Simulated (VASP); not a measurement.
# ReBi (F-43m) in VASP: settings compared, part 2 of 2

VASP 6.6.1.

## (3) Single point, PBEsol

Input file INCAR:

```
PREC = Accurate ; ENCUT = 520
EDIFF = 1E-6 ; ISMEAR = 0
SIGMA = 0.05 ; LREAL = F
LASPH = T ; NELM = 60
ALGO = Normal ; ISIF = 2
LWAVE = F ; LCHARG = F
GGA = PS ; NBANDS = 18
```

Input file KPOINTS:

```
regular mesh
0
Gamma
  10 10 10
```

Input file POSCAR:

```
ReBi
1.0
    0.0000000000      3.1097581038      3.1097581038
    3.1097581038      0.0000000000      3.1097581038
    3.1097581038      3.1097581038      0.0000000000
Re Bi
1 1
Direct
    0.0000000000      0.0000000000      0.0000000000
    0.2500000000      0.2500000000      0.2500000000
```

Potentials or basis: VASP PAW PBE potentials, release 64 (Re, Bi_d).

Run with:

```sh
cat potpaw_PBE.64/Re/POTCAR potpaw_PBE.64/Bi_d/POTCAR > POTCAR
mpirun -np 1 vasp_std > vasp.out
```

OUTCAR:

```text
PREC = Accurate
   ENCUT = 520
   EDIFF = 1E-6
   ISMEAR = 0
   LREAL = F
   LASPH = T
   NELM = 60
   ISIF = 2
   GGA = PS

 ion  position               nearest neighbor table
   1  0.000  0.000  0.000-   2 2.69   2 2.69   2 2.69   2 2.69
   2  0.250  0.250  0.250-   1 2.69   1 2.69   1 2.69   1 2.69

  LATTYP: Found a face centered cubic cell.
 ALAT       =     6.2195162076

  Lattice vectors:

 A1 = (   0.0000000000,   3.1097581038,   3.1097581038)
 A2 = (   3.1097581038,   0.0000000000,   3.1097581038)
 A3 = (   3.1097581038,   3.1097581038,   0.0000000000)

Analysis of symmetry for initial positions (statically):
=====================================================================
 Subroutine PRICEL returns:
 Original cell was already a primitive cell.

 Routine SETGRP: Setting up the symmetry group for a
 face centered cubic supercell.

 Subroutine GETGRP returns: Found 24 space group operations
 (whereof 24 operations were pure point group operations)
 out of a pool of 48 trial point group operations.

The static configuration has the point symmetry T_d .

Analysis of symmetry for dynamics (positions and initial velocities):
[... 155 lines left out ...]
  ---------------------------------------------------
  free energy    TOTEN  =       -13.38812733 eV

  energy without entropy =      -13.38106884  energy(sigma->0) =      -13.38459808

 E-fermi :   4.2298     XC(G=0):  -9.9745

 val. band max:        4.2264314323   @ k =   0.4000   0.4000   0.0000
 cond. band min:       4.2440155908   @ k =   0.5000   0.5000   0.0000
 fundamental gap:      0.0175841585
 Fermi energy:         4.2297514875

 k-point     1 :       0.0000    0.0000    0.0000
  band No.  band energies     occupation
      1     -17.7962      2.00000
      2     -17.7962      2.00000
      3     -17.7962      2.00000
      4     -17.7520      2.00000
      5     -17.7520      2.00000
      6      -7.3237      2.00000
[... 481 lines left out ...]
      5     -17.7417      2.00000
      6      -6.3849      2.00000
[... 10 lines left out ...]
     17      13.8957      0.00000
     18      14.8927      0.00000

 [... further k-points ...]
[... 5 lines left out ...]
  --------------------------------------------------------------------------------------
  -------------------------------------------------------------------------------------
  Total       -1.2819652     -1.2819652     -1.2819652      0.0000000      0.0000000     -0.0000000
  in kB      -34.1489231    -34.1489231    -34.1489231      0.0000000      0.0000000     -0.0000000
  external PRESSURE =     -34.1489231 kB  Pullay stress =       0.0000000 kB

 VOLUME and BASIS-vectors are now :
 -----------------------------------------------------------------------------
  energy-cutoff  :      520.00
  volume of cell :       60.15
      direct lattice vectors                 reciprocal lattice vectors
     0.000000000  3.109758104  3.109758104    -0.160784210  0.160784210  0.160784210
     3.109758104  0.000000000  3.109758104     0.160784210 -0.160784210  0.160784210
     3.109758104  3.109758104  0.000000000     0.160784210  0.160784210 -0.160784210

 POSITION                                       TOTAL-FORCE (eV/Angst)
 -----------------------------------------------------------------------------------
      0.00000      0.00000      0.00000        -0.000000     -0.000000     -0.000000
      1.55488      1.55488      1.55488         0.000000      0.000000      0.000000
 -----------------------------------------------------------------------------------
    total drift:                                0.000000      0.000000      0.000000

  FREE ENERGIE OF THE ION-ELECTRON SYSTEM (eV)
  ---------------------------------------------------
  free  energy   TOTEN  =       -13.3881273253 eV

  energy  without entropy=      -13.3810688410  energy(sigma->0) =      -13.38459808
```

OSZICAR:

```text
N       E                     dE             d eps       ncg     rms          rms(c)
DAV:   1     0.152524130857E+03    0.15252E+03   -0.11594E+04  2588   0.139E+03
DAV:   2    -0.250256901580E+01   -0.15503E+03   -0.15074E+03  2588   0.448E+02
DAV:   3    -0.134246966204E+02   -0.10922E+02   -0.10791E+02  2808   0.118E+02
DAV:   4    -0.136784836091E+02   -0.25379E+00   -0.25327E+00  2696   0.152E+01
DAV:   5    -0.136963819064E+02   -0.17898E-01   -0.17896E-01  2944   0.352E+00    0.144E+01
DAV:   6    -0.134539581744E+02    0.24242E+00   -0.15503E+00  3208   0.167E+01    0.451E+00
DAV:   7    -0.134062444964E+02    0.47714E-01   -0.28177E-01  3216   0.756E+00    0.390E+00
DAV:   8    -0.133881837854E+02    0.18061E-01   -0.57808E-02  2968   0.352E+00    0.144E-01
DAV:   9    -0.133880883364E+02    0.95449E-04   -0.22489E-03  2728   0.590E-01    0.366E-02
DAV:  10    -0.133881157661E+02   -0.27430E-04   -0.40564E-05  2160   0.546E-02    0.246E-02
DAV:  11    -0.133881266360E+02   -0.10870E-04   -0.19520E-05  2784   0.681E-02    0.674E-03
DAV:  12    -0.133881273253E+02   -0.68927E-06   -0.96972E-07  1784   0.883E-03
   1 F= -.13388127E+02 E0= -.13384598E+02  d E =-.705848E-02
```

stdout:

```text
POSCAR found type information on POSCAR ReBi
 POSCAR found :  2 types and       2 ions
 scaLAPACK will be used
 -----------------------------------------------------------------------------
|                                                                             |
|                                                                             |
|     You enforced a specific xc type in the INCAR file but a different       |
|     I HOPE YOU KNOW WHAT YOU ARE DOING!                                     |
|                                                                             |
 -----------------------------------------------------------------------------

 LDA part: xc-table for (Slater+PW92), standard interpolation
 POSCAR, INCAR and KPOINTS ok, starting setup
 FFT: planning ... GRIDC
 FFT: planning ... GRID_SOFT
 FFT: planning ... GRID
 WAVECAR not read
 entering main loop
```

Run time: 68 s. Hardware: 1 thread of Intel Xeon Platinum 8259CL at 2.50GHz (Skylake/Cascade Lake), shared host; peak memory 0.23 GiB.

Results:

```
Free energy            : -13.3881 eV
Pressure               : -3.4 GPa
Band gap on the k mesh : zero (band 11 reaches 4.23 eV, above the bottom of band 12 at 4.19 eV)
```

Levels at points of the mesh, in eV from the Fermi level:
```
           k point  band 7  band 8  band 9  band 10  band 11  band 12  band 13  band 14  band 15  band 16
(0.00, 0.00, 0.00)   -2.53   -2.53   -2.53    -0.16    -0.16     2.24     5.73     5.73     5.73     6.93
(0.50, 0.00, 0.00)   -3.97   -2.23   -2.23    -0.04    -0.04    -0.04     3.17     3.17     4.00     8.25
(0.50, 0.50, 0.00)   -4.34   -1.45   -1.45    -0.70    -0.13     0.01     0.91     0.91     5.60     6.12
```

Caveat: the PAW data sets were made with another functional, which shifts forces and pressure a little; spin-orbit coupling is left out, which moves the levels of the heavy elements.

## (4) Single point, LDA

Input file INCAR:

```
SYSTEM = ReBi
PREC = Accurate
ENCUT = 520
EDIFF = 1E-6
ISMEAR = 0
SIGMA = 0.05
LREAL = .FALSE.
LASPH = .TRUE.
NELM = 60
ALGO = Fast
ISIF = 2
LWAVE = .FALSE.
LCHARG = .TRUE.
GGA = CA
LELF = .TRUE.
LVHAR = .TRUE.
NBANDS = 18
```

Input file KPOINTS:

```
Automatic mesh
0
G
  10 10 10
  0 0 0
```

POSCAR is that of step 3.

Potentials or basis: VASP PAW LDA potentials, release 64 (Re, Bi_d).

Run with:

```sh
cat potpaw_LDA.64/Re/POTCAR potpaw_LDA.64/Bi_d/POTCAR > POTCAR
mpirun -np 1 vasp_std > vasp.out
```

OUTCAR:

```text
SYSTEM = ReBi
   PREC = Accurate
   ENCUT = 520
   EDIFF = 1E-6
   ISMEAR = 0
   LREAL = .FALSE.
   LASPH = .TRUE.
   NELM = 60
   ISIF = 2
   GGA = CA

 ion  position               nearest neighbor table
   1  0.000  0.000  0.000-   2 2.69   2 2.69   2 2.69   2 2.69
   2  0.250  0.250  0.250-   1 2.69   1 2.69   1 2.69   1 2.69

  LATTYP: Found a face centered cubic cell.
 ALAT       =     6.2195162076

  Lattice vectors:

 A1 = (   0.0000000000,   3.1097581038,   3.1097581038)
[... 691 lines left out ...]

------------------------ aborting loop because EDIFF is reached ----------------------------------------

  FORCE on cell =-STRESS in cart. coord.  units (eV):
  Direction    XX          YY          ZZ          XY          YZ          ZX
  --------------------------------------------------------------------------------------
  -------------------------------------------------------------------------------------
  Total       -1.9129702     -1.9129702     -1.9129702     -0.0000000      0.0000000     -0.0000000
  in kB      -50.9575992    -50.9575992    -50.9575992     -0.0000000      0.0000000     -0.0000000
  external PRESSURE =     -50.9575992 kB  Pullay stress =       0.0000000 kB

 VOLUME and BASIS-vectors are now :
 -----------------------------------------------------------------------------
  energy-cutoff  :      520.00
  volume of cell :       60.15
      direct lattice vectors                 reciprocal lattice vectors
     0.000000000  3.109758104  3.109758104    -0.160784210  0.160784210  0.160784210
     3.109758104  0.000000000  3.109758104     0.160784210 -0.160784210  0.160784210
     3.109758104  3.109758104  0.000000000     0.160784210  0.160784210 -0.160784210

 POSITION                                       TOTAL-FORCE (eV/Angst)
 -----------------------------------------------------------------------------------
      0.00000      0.00000      0.00000         0.000000     -0.000000     -0.000000
      1.55488      1.55488      1.55488        -0.000000      0.000000      0.000000
 -----------------------------------------------------------------------------------
    total drift:                                0.000000      0.000000      0.000000

  FREE ENERGIE OF THE ION-ELECTRON SYSTEM (eV)
  ---------------------------------------------------
  free  energy   TOTEN  =       -14.0528953835 eV

  energy  without entropy=      -14.0458513961  energy(sigma->0) =      -14.04937339
```

OSZICAR:

```text
N       E                     dE             d eps       ncg     rms          rms(c)
DAV:   1     0.202510021595E+03    0.20251E+03   -0.10994E+04  1724   0.132E+03
DAV:   2     0.199415973045E+01   -0.20052E+03   -0.19468E+03  2364   0.441E+02
DAV:   3    -0.137761657982E+02   -0.15770E+02   -0.15377E+02  2502   0.130E+02
DAV:   4    -0.143325693159E+02   -0.55640E+00   -0.55333E+00  2512   0.220E+01
DAV:   5    -0.143642774157E+02   -0.31708E-01   -0.31704E-01  2870   0.544E+00    0.141E+01
RMM:   6    -0.141174907621E+02    0.24679E+00   -0.52088E-01  2491   0.633E+00    0.467E+00
RMM:   7    -0.140637872257E+02    0.53704E-01   -0.81154E-02  2822   0.333E+00    0.332E+00
RMM:   8    -0.140522540129E+02    0.11533E-01   -0.45705E-02  2847   0.193E+00    0.163E-01
RMM:   9    -0.140527676017E+02   -0.51359E-03   -0.86751E-03  3093   0.900E-01    0.747E-02
RMM:  10    -0.140528622705E+02   -0.94669E-04   -0.18789E-03  3092   0.385E-01    0.521E-02
RMM:  11    -0.140528737828E+02   -0.11512E-04   -0.49925E-04  3008   0.177E-01    0.213E-02
RMM:  12    -0.140528875231E+02   -0.13740E-04   -0.17230E-04  3075   0.105E-01    0.666E-03
RMM:  13    -0.140528926198E+02   -0.50967E-05   -0.58784E-05  2835   0.613E-02    0.503E-03
RMM:  14    -0.140528944633E+02   -0.18435E-05   -0.22341E-05  2571   0.462E-02    0.337E-03
RMM:  15    -0.140528952563E+02   -0.79299E-06   -0.10065E-05  2326   0.296E-02    0.397E-03
RMM:  16    -0.140528953835E+02   -0.12722E-06   -0.39223E-06  1836   0.275E-02
   1 F= -.14052895E+02 E0= -.14049373E+02  d E =-.704399E-02
```

It took 2 min on 1 thread of Intel Xeon Platinum 8259CL at 2.50GHz (Skylake/Cascade Lake), shared host; peak memory 0.21 GiB.

What came out:

| Item | Value |
| --- | --- |
| Free energy | -14.0529 eV |
| Pressure | -5.1 GPa |
| Band gap on the k mesh | zero (band 11 reaches 4.19 eV, above the bottom of band 12 at 4.14 eV) |

Levels at points of the mesh, in eV from the Fermi level:
```tsv
k point	band 7	band 8	band 9	band 10	band 11	band 12	band 13	band 14	band 15	band 16
(0.00, 0.00, 0.00)	-2.54	-2.54	-2.54	-0.16	-0.16	2.27	5.70	5.70	5.70	6.97
(0.50, 0.00, 0.00)	-3.94	-2.23	-2.23	-0.05	-0.04	-0.04	3.16	3.16	4.02	8.31
(0.50, 0.50, 0.00)	-4.32	-1.44	-1.44	-0.70	-0.11	0.02	0.90	0.90	5.64	6.14
```

Caveat: spin-orbit coupling is left out, which moves the levels of the heavy elements.

## (5) Overview

```csv
level,potentials or basis,smearing,gap on the mesh (eV),pressure (GPa)
PBE,"VASP PAW PBE potentials, release 64 (Re, Bi_d)",tetrahedron,none,0.0
PBEsol,"VASP PAW PBE potentials, release 64 (Re, Bi_d)",gaussian 0.05 eV,none,-3.4
LDA,"VASP PAW LDA potentials, release 64 (Re, Bi_d)",gaussian 0.05 eV,none,-5.1
```

Alike in all rows: task single point; no spin polarisation; cell as given; k mesh 10 × 10 × 10; cutoff (eV) 520.

Caveats: spin-orbit coupling is left out, which moves the levels of the heavy elements; the PAW data sets were made with another functional, which shifts forces and pressure a little (some runs).

Total energies depend on the potentials used, so only differences within one code and one set of settings carry meaning.
